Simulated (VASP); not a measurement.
# ZrSi6 (P6/mmm) in VASP: a series of runs, part 2 of 2

VASP 6.6.1.

### Step 3. Single point, PBE, collinear spin, ferromagnetic start

This run uses another cell than the first one, of 17.32 Å³/atom, 1.005 times its volume.

Contents of INCAR:

```
ALGO = Normal
EDIFF = 1E-7
ENCUT = 520
GGA = PE
ISIF = 2
ISMEAR = 0
ISPIN = 2
LASPH = True
LCHARG = True
LELF = True
LMAXMIX = 4
LORBIT = 11
LREAL = False
LVHAR = True
LWAVE = False
MAGMOM = 1 0 0 0 0 0 0
NBANDS = 31
NELM = 150
PREC = Accurate
SIGMA = 0.1
```

Contents of KPOINTS:

```
k-points
0
Gamma
  3 3 6
```

Contents of POSCAR:

```
ZrSi6
1.0
    7.2099580805      0.0000000000      0.0000000000
   -3.6049790403      6.2440068580      0.0000000000
    0.0000000000      0.0000000000      2.6923348942
Zr Si
1 6
Direct
    0.0000000000      0.0000000000      0.0000000000
    0.2185551019      0.7814448981      0.0000000000
    0.2185551019      0.4371102038      0.0000000000
    0.5628897962      0.7814448981      0.0000000000
    0.7814448981      0.2185551019      0.0000000000
    0.7814448981      0.5628897962      0.0000000000
    0.4371102038      0.2185551019      0.0000000000
```

Potentials or basis: VASP PAW PBE potentials, release 64 (Zr_sv, Si).

On the command line:

```sh
$ cat potpaw_PBE.64/Zr_sv/POTCAR potpaw_PBE.64/Si/POTCAR > POTCAR
$ mpirun -np 1 vasp_std > vasp.out
```

OUTCAR:

```text
EDIFF = 1E-7
   ENCUT = 520
   GGA = PE
   ISIF = 2
   ISMEAR = 0
   ISPIN = 2
   LASPH = True
   LORBIT = 11
   LREAL = False
   NELM = 150
   PREC = Accurate

 ion  position               nearest neighbor table
   1  0.000  0.000  0.000-   4 2.73   7 2.73   5 2.73   2 2.73   6 2.73   3 2.73
   2  0.219  0.781  0.000-   4 2.48   3 2.48   6 2.73   1 2.73   7 2.73
   3  0.219  0.437  0.000-   4 2.48   2 2.48   5 2.73   7 2.73   1 2.73
   4  0.563  0.781  0.000-   2 2.48   3 2.48   1 2.73   6 2.73   5 2.73
   5  0.781  0.219  0.000-   7 2.48   6 2.48   3 2.73   1 2.73   4 2.73
   6  0.781  0.563  0.000-   7 2.48   5 2.48   2 2.73   4 2.73   1 2.73
   7  0.437  0.219  0.000-   5 2.48   6 2.48   1 2.73   3 2.73   2 2.73

  LATTYP: Found a hexagonal cell.
 ALAT       =     7.2099580805
 C/A-ratio  =     0.3734189387

  Lattice vectors:

 A1 = (   7.2099580805,   0.0000000000,   0.0000000000)
 A2 = (  -3.6049790403,   6.2440068580,   0.0000000000)
[... 1001 lines left out ...]
  Total       -0.0474983     -0.0474983      0.0868409      0.0000000      0.0000000      0.0000000
  in kB       -0.6278613     -0.6278613      1.1479145      0.0000000      0.0000000      0.0000000
  external PRESSURE =      -0.0359360 kB  Pullay stress =       0.0000000 kB

 VOLUME and BASIS-vectors are now :
 -----------------------------------------------------------------------------
  energy-cutoff  :      520.00
  volume of cell :      121.21
      direct lattice vectors                 reciprocal lattice vectors
     7.209958080  0.000000000  0.000000000     0.138697062  0.080076786  0.000000000
    -3.604979040  6.244006858  0.000000000     0.000000000  0.160153572  0.000000000
     0.000000000  0.000000000  2.692334894     0.000000000  0.000000000  0.371424819

 POSITION                                       TOTAL-FORCE (eV/Angst)
 -----------------------------------------------------------------------------------
      0.00000      0.00000      0.00000         0.000000      0.000000      0.000000
     -1.24132      4.87935      0.00000         0.004225     -0.002439     -0.000000
     -0.00000      2.72932      0.00000        -0.000000      0.004879      0.000000
      1.24132      4.87935      0.00000        -0.004225     -0.002439     -0.000000
      4.84630      1.36466      0.00000        -0.004225      0.002439     -0.000000
      3.60498      3.51469      0.00000         0.000000     -0.004879      0.000000
      2.36366      1.36466      0.00000         0.004225      0.002439      0.000000
 -----------------------------------------------------------------------------------
    total drift:                                0.000000      0.000000     -0.000000

  FREE ENERGIE OF THE ION-ELECTRON SYSTEM (eV)
  ---------------------------------------------------
  free  energy   TOTEN  =       -38.6047688855 eV

  energy  without entropy=      -38.5809426366  energy(sigma->0) =      -38.59285576

 total charge

# of ion       s       p       d       tot
------------------------------------------
    1        2.205   5.959   1.972  10.136
    2        0.807   0.779   0.000   1.586
    3        0.807   0.779   0.000   1.586
    4        0.807   0.779   0.000   1.586
    5        0.807   0.779   0.000   1.586
    6        0.807   0.779   0.000   1.586
    7        0.807   0.779   0.000   1.586
--------------------------------------------------
tot          7.049  10.631   1.972  19.652

 magnetization (x)

# of ion       s       p       d       tot
------------------------------------------
    1        0.000   0.000   0.000   0.000
    2        0.000  -0.000   0.000   0.000
    3        0.000  -0.000   0.000   0.000
    4        0.000  -0.000   0.000   0.000
    5        0.000  -0.000   0.000   0.000
    6        0.000  -0.000   0.000   0.000
    7        0.000  -0.000   0.000   0.000
--------------------------------------------------
tot          0.000   0.000   0.000   0.000
```

Run time: 3.9 min. Hardware: 1 thread of AMD EPYC 7R43 (Zen 3), shared host; peak memory 0.27 GiB.

What came out:

| Property | Result |
| --- | --- |
| Free energy | -38.6048 eV |
| Pressure | 0.0 GPa |
| Largest force | 0.005 eV/Å |
| Band gap on the k mesh | zero (filled and empty bands overlap) |
| Net moment | 0.00 μB per cell |
| Valence electrons inside the program's atomic spheres | Zr 10.14; Si 1.59 |

Forces in eV/Å, atoms in the order of the input:
```
Zr   0.000  0.000  0.000
Si   0.004 -0.002  0.000
Si   0.000  0.005  0.000
Si  -0.004 -0.002  0.000
Si  -0.004  0.002  0.000
Si   0.000 -0.005  0.000
Si   0.004  0.002  0.000
```

Caveat: the k points lie up to 0.39 Å⁻¹ apart.

### Step 4. Relaxation of cell and atoms, PBE

This run uses another cell than the first one, of 17.32 Å³/atom, 1.005 times its volume.

Contents of INCAR:

```
ALGO = Normal
EDIFF = 1E-7
EDIFFG = -0.01
ENCUT = 600
GGA = PE
IBRION = 2
ISIF = 3
ISMEAR = 0
LASPH = True
LCHARG = False
LREAL = False
LWAVE = False
NELM = 100
NSW = 100
PREC = Accurate
SIGMA = 0.1
```

Contents of KPOINTS:

```
k-points
0
Gamma
  6 6 14
```

POSCAR is that of step 3.

On the command line:

```sh
$ cat potpaw_PBE.64/Zr_sv/POTCAR potpaw_PBE.64/Si/POTCAR > POTCAR
$ mpirun -np 1 vasp_std > vasp.out
```

It took 20 min on 1 thread of AMD EPYC 7R43 (Zen 3), shared host; peak memory 0.36 GiB.

The run converged. Its results:

| Property | Result |
| --- | --- |
| Free energy | -38.5159 eV |
| Relaxed volume | 17.23 Å³/atom |
| Relaxed cell | a = 7.170 Å, b = 7.170 Å, c = 2.709 Å, α = 90.00°, β = 90.00°, γ = 120.00° |
| Space group after relaxing (to 0.05 Å) | P6/mmm (No. 191) |
| Energy gained by relaxing | 1.0 meV/atom |
| Ionic steps | 5 |
| Pressure after relaxing | 0.0 GPa |
| Band gap on the k mesh | zero (band 18 reaches 10.16 eV, above the bottom of band 19 at 7.51 eV) |

Step by step:
```csv
step,energy change (eV),largest force (eV/Å),pressure (GPa),volume (Å³)
1,0.0000,0.0023,-0.74,121.21
2,-0.0055,0.0307,0.61,119.81
3,-0.0061,0.0237,0.27,120.15
4,-0.0070,0.0067,0.08,120.49
5,-0.0071,0.0013,0.02,120.60
```

Final structure:
```xyz
7
Lattice="7.1698 0.0000 0.0000 -3.5849 6.2093 0.0000 0.0000 0.0000 2.7089" Properties=species:S:1:pos:R:3 pbc="T T T"
Zr    0.0000    0.0000    0.0000
Si   -1.2357    4.8530    0.0000
Si    0.0000    2.7126    0.0000
Si    1.2357    4.8530    0.0000
Si    4.8206    1.3563    2.7089
Si    3.5849    3.4967    0.0000
Si    2.3492    1.3563    0.0000
```

Levels at points of the mesh, in eV from the Fermi level:
| k point | band 15 | band 16 | band 17 | band 18 | band 19 | band 20 | band 21 | band 22 |
| --- | --- | --- | --- | --- | --- | --- | --- | --- |
| (0.00, 0.00, 0.00) | -1.51 | -1.31 | -1.31 | 0.15 | 0.26 | 0.26 | 2.01 | 4.37 |
| (0.50, 0.00, 0.00) | -1.86 | -1.76 | 0.01 | 1.10 | 1.17 | 2.14 | 3.71 | 4.09 |
| (0.00, 0.00, 0.50) | -3.61 | -2.38 | -2.38 | 0.15 | 0.15 | 0.58 | 0.58 | 1.15 |
| (0.50, 0.00, 0.50) | -2.52 | -1.78 | -1.64 | -1.44 | -0.58 | -0.37 | -0.19 | 0.02 |

### Step 5. Overview

| task | spin | cell | k mesh | cutoff (eV) | gap on the mesh (eV) | pressure (GPa) |
| --- | --- | --- | --- | --- | --- | --- |
| single point | off | a = 7.171, b = 7.171, c = 2.709 Å, angles 90.0, 90.0, 120.0°, 7 atoms | 6 × 6 × 14 | 520 | none | 0.0 |
| single point | collinear, ferromagnetic start | a = 7.210, b = 7.210, c = 2.692 Å, angles 90.0, 90.0, 120.0°, 7 atoms | 3 × 3 × 6 | 520 | none | 0.0 |
| relaxation of cell and atoms | off | relaxed from a = 7.210, b = 7.210, c = 2.692 Å, angles 90.0, 90.0, 120.0°, 7 atoms | 6 × 6 × 14 | 600 | none | 0.0 |

Alike in all rows: level PBE; potentials or basis VASP PAW PBE potentials, release 64 (Zr_sv, Si); smearing gaussian 0.1 eV.

Caveats: some runs use coarse meshes.

Absolute energies hang on the potentials; compare differences alone.
